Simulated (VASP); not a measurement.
# Fe (P6_3/mmc) in VASP: relaxation of cell and atoms with PBE

Aim: the relaxation of cell and atoms of Fe with PBE.

Everything below comes from runs of VASP 6.6.1. Logs are shortened: lines on timing, memory, paths and dates and some standing lists are left out, and cuts for length are marked.

## 1. The cell of the first run

Symmetry: P6_3/mmc, No. 194, hexagonal system. The conventional cell has a = 2.345 Å, b = 2.345 Å, c = 7.621 Å, α = 90.00°, β = 90.00°, γ = 120.00°. Fe (site symmetry -3m) has 12 Fe at 2.34 Å within 3.1 Å. Fe (site symmetry -6m2) has 12 Fe at 2.34 Å within 3.1 Å.

This isn't the form of Fe at room conditions, which is bcc.

## 2. Relaxation of cell and atoms, PBE, collinear spin, ferromagnetic start, target pressure 74 GPa, at which the enthalpy is minimised

File INCAR:

```
PREC     = Accurate       # precision mode
ENCUT    = 600            # plane-wave cutoff, eV
EDIFF    = 1E-7           # SCF threshold, eV
ISMEAR   = -1             # smearing method
SIGMA    = 0.08           # smearing width, eV
LREAL    = False          # projectors in reciprocal space
LASPH    = True           # aspherical terms in the spheres
NELM     = 150            # most SCF steps
ALGO     = Normal         # electronic algorithm
ISIF     = 3              # what is computed and relaxed
LWAVE    = False          # write WAVECAR
LCHARG   = False          # write CHGCAR
ISPIN    = 2              # spin polarisation
MAGMOM   = 2.5 2.5 2.5 2.5 # initial moments
LORBIT   = 11             # projections on sites
LMAXMIX  = 4              # l up to which the mixer works
GGA      = PE             # functional
IBRION   = 2              # ionic algorithm
NSW      = 60             # ionic steps
EDIFFG   = -0.005         # ionic threshold
PSTRESS  = 740.0
```

File KPOINTS:

```
Automatic mesh
0
Gamma
  15 15 4
```

File POSCAR:

```
Fe
1.0
    2.3448667221      0.0000000000      0.0000000000
   -1.1724333611      2.0307141498      0.0000000000
    0.0000000000      0.0000000000      7.6208168469
Fe
4
Direct
    0.0000000000      0.0000000000      0.0000000000
    0.0000000000      0.0000000000      0.5000000000
    0.3333333333      0.6666666667      0.2500000000
    0.6666666667      0.3333333333      0.7500000000
```

Potentials or basis: VASP PAW PBE potentials, release 64 (Fe).

The run is started by

```bash
> cat potpaw_PBE.64/Fe/POTCAR > POTCAR
> mpirun -np 1 vasp_std > vasp.out
```

OUTCAR:

```text
PREC = Accurate
   ENCUT = 600
   EDIFF = 1E-7
   ISMEAR = -1
   LREAL = False
   LASPH = True
   NELM = 150
   ISIF = 3
   ISPIN = 2
   LORBIT = 11
   GGA = PE
   IBRION = 2
   NSW = 60
   EDIFFG = -0.005
   PSTRESS = 740.0

 ion  position               nearest neighbor table
   1  0.000  0.000  0.000-   3 2.34   4 2.34   4 2.34   3 2.34   4 2.34   3 2.34
   2  0.000  0.000  0.500-   3 2.34   4 2.34   4 2.34   3 2.34   4 2.34   3 2.34
   3  0.333  0.667  0.250-   1 2.34   2 2.34   1 2.34   2 2.34   1 2.34   2 2.34
   4  0.667  0.333  0.750-   1 2.34   2 2.34   1 2.34   2 2.34   1 2.34   2 2.34

  LATTYP: Found a hexagonal cell.
 ALAT       =     2.3448667221
 C/A-ratio  =     3.2500000000

  Lattice vectors:

 A1 = (   2.3448667221,   0.0000000000,   0.0000000000)
 A2 = (  -1.1724333611,   2.0307141498,   0.0000000000)
 A3 = (   0.0000000000,   0.0000000000,   7.6208168469)

Analysis of symmetry for initial positions (statically):
=====================================================================
 Subroutine PRICEL returns:
 Original cell was already a primitive cell.

 Routine SETGRP: Setting up the symmetry group for a
 hexagonal supercell.

 Subroutine GETGRP returns: Found 24 space group operations
 (whereof 12 operations were pure point group operations)
 out of a pool of 24 trial point group operations.

The static configuration has the point symmetry D_3d.
 The point group associated with its full space group is D_6h.

Analysis of symmetry for dynamics (positions and initial velocities):
=====================================================================
 Subroutine PRICEL returns:
 Original cell was already a primitive cell.

 Routine SETGRP: Setting up the symmetry group for a
 hexagonal supercell.

 Subroutine GETGRP returns: Found 24 space group operations
 (whereof 12 operations were pure point group operations)
 out of a pool of 24 trial point group operations.

The dynamic configuration has the point symmetry D_3d.
 The point group associated with its full space group is D_6h.

Analysis of structural, dynamic, and magnetic symmetry:
=====================================================================
 Subroutine PRICEL returns:
 Original cell was already a primitive cell.

 Routine SETGRP: Setting up the symmetry group for a
 hexagonal supercell.

 Subroutine GETGRP returns: Found 24 space group operations
 (whereof 12 operations were pure point group operations)
 out of a pool of 24 trial point group operations.

The overall configuration has the point symmetry D_3d.
 The point group associated with its full space group is D_6h.

 Subroutine INISYM returns: Found 24 space group operations
 (whereof 12 operations are pure point group operations),
 and found     1 'primitive' translations

----------------------------------------------------------------------------------------

                                     Primitive cell

  volume of cell :      36.2885

  direct lattice vectors                    reciprocal lattice vectors
     2.344866722  0.000000000  0.000000000     0.426463470  0.246218799  0.000000000
    -1.172433361  2.030714150  0.000000000     0.000000000  0.492437599  0.000000000
     0.000000000  0.000000000  7.620816847     0.000000000  0.000000000  0.131219529

  length of vectors
     2.344866722  2.344866722  7.620816847     0.492437599  0.492437599  0.131219529

  position of ions in fractional coordinates (direct lattice)
     0.000000000  0.000000000  0.000000000
     0.000000000  0.000000000  0.500000000
     0.333333333  0.666666667  0.250000000
     0.666666667  0.333333333  0.750000000

  ion indices of the primitive-cell ions
   primitive index   ion index
                 1           1
                 2           2
                 3           3
                 4           4

----------------------------------------------------------------------------------------

 KPOINTS: Automatic mesh

Automatic generation of k-mesh.
 Grid dimensions read from file:
 generate k-points for:   15   15    4

 Generating k-lattice:

  Cartesian coordinates                     Fractional coordinates (reciprocal lattice)
     0.028430898  0.016414587  0.000000000     0.066666667  0.000000000  0.000000000
     0.000000000  0.032829173  0.000000000     0.000000000  0.066666667  0.000000000
     0.000000000  0.000000000  0.032804882     0.000000000  0.000000000  0.250000000

  Length of vectors
     0.032829173  0.032829173  0.032804882

  Shift w.r.t. Gamma in fractional coordinates (k-lattice)
     0.000000000  0.000000000  0.000000000

 Subroutine IBZKPT returns following result:
 ===========================================

 Found     81 irreducible k-points:

 Following reciprocal coordinates:
            Coordinates               Weight
  0.000000  0.000000  0.000000      1.000000
  0.066667 -0.000000  0.000000      6.000000
  0.133333  0.000000  0.000000      6.000000
  0.200000 -0.000000  0.000000      6.000000
  0.266667  0.000000  0.000000      6.000000
  0.333333 -0.000000  0.000000      6.000000
[... 16 lines left out ...]
  0.333333  0.200000  0.000000     12.000000
  0.400000  0.200000  0.000000      6.000000
 [... further k-points ...]
   k-points           NKPTS =     81   k-points in BZ     NKDIM =     81   number of bands    NBANDS=     25
   number of dos      NEDOS =    301   number of ions     NIONS =      4
   total plane-waves  NPLWV =  25600
   dimension x,y,z NGX =    20 NGY =   20 NGZ =   64
   dimension x,y,z NGXF=    40 NGYF=   40 NGZF=  128
   ions per type =               4
   NGX,Y,Z   is equivalent  to a cutoff of  14.18, 14.18, 13.96 a.u.
   NGXF,Y,Z  is equivalent  to a cutoff of  28.36, 28.36, 27.92 a.u.
 SYSTEM =  unknown system
   PREC   = accura    normal or accurate (medium, high low for compatibility)
   ISTART =      0    job   : 0-new  1-cont  2-samecut
   ICHARG =      2    charge: 1-file 2-atom 10-const
   ISPIN  =      2    spin polarized calculation?
   LNONCOLLINEAR =      F non collinear calculations
   LSORBIT =      F    spin-orbit coupling
   LASPH  =      T    aspherical Exc in radial PAW
   ENCUT  =  600.0 eV  44.10 Ry    6.64 a.u.   4.68  4.68 15.22*2*pi/ulx,y,z
   NELM   =    150;   NELMIN=  2; NELMDL= -5     # of ELM steps
   EDIFF  = 0.1E-06   stopping-criterion for ELM
   LREAL  =      F    real-space projection
   EDIFFG = -.5E-02   stopping-criterion for IOM
   NSW    =     60    number of steps for IOM
   IBRION =      2    ionic relax: 0-MD 1-quasi-New 2-CG
   NFREE  =      1    steps in history (QN), initial steepest desc. (CG)
   ISIF   =      3    stress and relaxation
   ISYM   =      2    0-nonsym 1-usesym 2-fastsym
   POTIM  = 0.5000    time-step for ionic-motion
   TEBEG  =    0.0;   TEEND  =   0.0 temperature during run
   PSTRESS=  740.0 pullay stress
   NELECT =      32.0000    total number of electrons
   NUPDOWN=      -1.0000    fix difference up-down
   EMIN   =  10.00;   EMAX   =-10.00  energy-range for DOS
   EFERMI =   0.00;   METHOD = LEGACY
   ISMEAR =    -1;   SIGMA  =   0.08  broadening in eV -4-tet -1-fermi 0-gaus
   EFERMI_NEDOS =   21; number of points for ismear=-14 and -15
   IALGO  =     38    algorithm
   IMIX   =      4    mixing-type and parameters
     AMIX     =   0.40;   BMIX     =  1.00
     AMIX_MAG =   1.60;   BMIX_MAG =  1.00
  volume/ion in A,a.u.               =       9.07        61.22
  Fermi-wavevector in a.u.,A,eV,Ry     =   1.569888  2.966658 33.532215  2.464548
  Thomas-Fermi vector in A             =   2.671703
   LORBIT       =     11    0 simple, 1 ext, 2 COOP (PROOUT), +10 PAW based schemes
   GGA     = PE    functional components
   LHFCALC =     F    Hartree Fock is set to
   AEXX    =    0.0000 exact exchange contribution
   IVDW    =     0    specifies the selected vdW correction
   LEPSILON=     F    determine dielectric tensor
   LRPA    =     F    only Hartree local field effects (RPA)
 conjugate gradient relaxation of ions
 spin polarized calculation
  energy-cutoff  :      600.00
  volume of cell :       36.29
 maximum number of plane-waves:      1242
 NGX is ok and might be reduce to    20
   NGX =  9   NGY =  9   NGZ = 31

--------------------------------------- Ionic step        1  -------------------------------------------

 number of electron      32.0000000 magnetization      10.0000000

 number of electron      31.9999999 magnetization       0.0006875

 Free energy of the ion-electron system (eV)
  ---------------------------------------------------
  ext. energy  EPLUGINS =         0.00000000
  ---------------------------------------------------
  free energy    TOTEN  =       -31.88072638 eV

  energy without entropy =      -31.76087961  energy(sigma->0) =      -31.82080299

------------------------ aborting loop because EDIFF is reached ----------------------------------------

  FORCE on cell =-STRESS in cart. coord.  units (eV):
  Direction    XX          YY          ZZ          XY          YZ          ZX
  --------------------------------------------------------------------------------------
  -------------------------------------------------------------------------------------
  Total       10.5509340     10.5509340      9.4467630     -0.0000000     -0.0000000      0.0000000
  in kB      465.8359570    465.8359570    417.0855284     -0.0000000     -0.0000000      0.0000000
  external PRESSURE =    -290.4141859 kB  Pullay stress =     740.0000000 kB
[... 27 lines left out ...]
--------------------------------------- Ionic step        2  -------------------------------------------

 number of electron      31.9999997 magnetization      -0.0000005

 number of electron      31.9999997 magnetization       0.0000003

 E-fermi :  11.9104     XC(G=0): -16.0488

 val. band max:       11.8991271654   @ k =   0.4667  -0.0000   0.2500
 cond. band min:      11.9143054814   @ k =   0.4000   0.0667   0.2500
 fundamental gap:      0.0151783159
 Fermi energy:        11.9104137790

 spin component 1

 k-point     1 :       0.0000    0.0000    0.0000
  band No.  band energies     occupation
      1       0.9324      1.00000
      2       3.8001      1.00000
      3       3.8182      1.00000
      4       4.3386      1.00000
      5       8.5449      1.00000
      6       8.5540      1.00000
[... 1540 lines left out ...]
  enthalpy is  TOTEN    =       -15.3038254373 eV   P V=       15.8769282198

--------------------------------------- Ionic step        7  -------------------------------------------

 number of electron      32.0000009 magnetization       0.0000001

 Free energy of the ion-electron system (eV)
  ---------------------------------------------------
  ext. energy  EPLUGINS =         0.00000000
  ---------------------------------------------------
  free energy    TOTEN  =       -31.17932982 eV

  energy without entropy =      -31.06789005  energy(sigma->0) =      -31.12360993

 E-fermi :   9.0141     XC(G=0): -14.8170

 val. band max:        9.0091426778   @ k =   0.2667   0.2667   0.2500
 cond. band min:       9.0287309672   @ k =   0.4000   0.0667   0.2500
 fundamental gap:      0.0195882894
 Fermi energy:         9.0140567736

 spin component 1

 k-point     1 :       0.0000    0.0000    0.0000
  band No.  band energies     occupation
      1      -0.8866      1.00000
      2       1.7288      1.00000
      3       1.7454      1.00000
      4       2.9991      1.00000
      5       6.3148      1.00000
      6       6.3201      1.00000
[... 1370 lines left out ...]
  FREE ENERGIE OF THE ION-ELECTRON SYSTEM (eV)
  ---------------------------------------------------
  free  energy   TOTEN  =       -31.1793298166 eV

  energy  without entropy=      -31.0678900463  energy(sigma->0) =      -31.12360993

  enthalpy is  TOTEN    =       -15.3041747281 eV   P V=       15.8751550885

 reached required accuracy - stopping structural energy minimisation

 total charge

# of ion       s       p       d       tot
------------------------------------------
    1        0.635   0.827   6.557   8.019
    2        0.635   0.827   6.557   8.019
    3        0.634   0.832   6.556   8.022
    4        0.634   0.832   6.556   8.022
--------------------------------------------------
tot          2.538   3.319  26.224  32.081

 magnetization (x)

# of ion       s       p       d       tot
------------------------------------------
    1       -0.000   0.000   0.000   0.000
    2       -0.000   0.000   0.000   0.000
    3       -0.000   0.000   0.000   0.000
    4       -0.000   0.000   0.000   0.000
--------------------------------------------------
tot         -0.000   0.000   0.000   0.000
```

Wall time 11 min (1 thread of AMD EPYC 9R45 (Zen 5), shared host); peak memory 0.25 GiB.

What came out:

| Item | Value |
| --- | --- |
| Free energy | -31.1793 eV |
| Relaxed volume | 8.59 Å³/atom |
| Relaxed cell | a = 2.308 Å, b = 2.308 Å, c = 7.449 Å, α = 90.00°, β = 90.00°, γ = 120.00° |
| Space group after relaxing (to 0.1 Å) | P6_3/mmc (No. 194) |
| Energy change on relaxing (the run minimises the enthalpy) | +175.3 meV/atom |
| Ionic steps | 7 |
| Pressure after relaxing | 74.1 GPa |
| Band gap on the k mesh | zero (filled and empty bands overlap) |
| Net moment | 0.00 μB per cell |

Step by step:
| step | energy change (eV) | largest force (eV/Å) | pressure (GPa) | volume (Å³) |
| --- | --- | --- | --- | --- |
| 1 | 0.0000 | 0.0000 | 44.96 | 36.29 |
| 2 | 6.2238 | 0.0000 | 242.90 | 28.32 |
| 3 | 0.6319 | 0.0000 | 71.45 | 34.53 |
| 4 | 0.6881 | 0.0000 | 73.54 | 34.40 |
| 5 | 0.7051 | 0.0000 | 74.18 | 34.37 |
| 6 | 0.7000 | 0.0000 | 74.03 | 34.38 |
| 7 | 0.7014 | 0.0000 | 74.08 | 34.37 |

Final structure:
```
Fe
1.0
     2.30822    0.00000    0.00000
    -1.15411    1.99898    0.00000
     0.00000    0.00000    7.44921
Fe
4
Direct
  0.00000 0.00000 0.00000
  0.00000 0.00000 0.50000
  0.33333 0.66667 0.25000
  0.66667 0.33333 0.75000
```

Caveat: the cell is relaxed towards a set pressure, so the run minimises the enthalpy, not the energy.
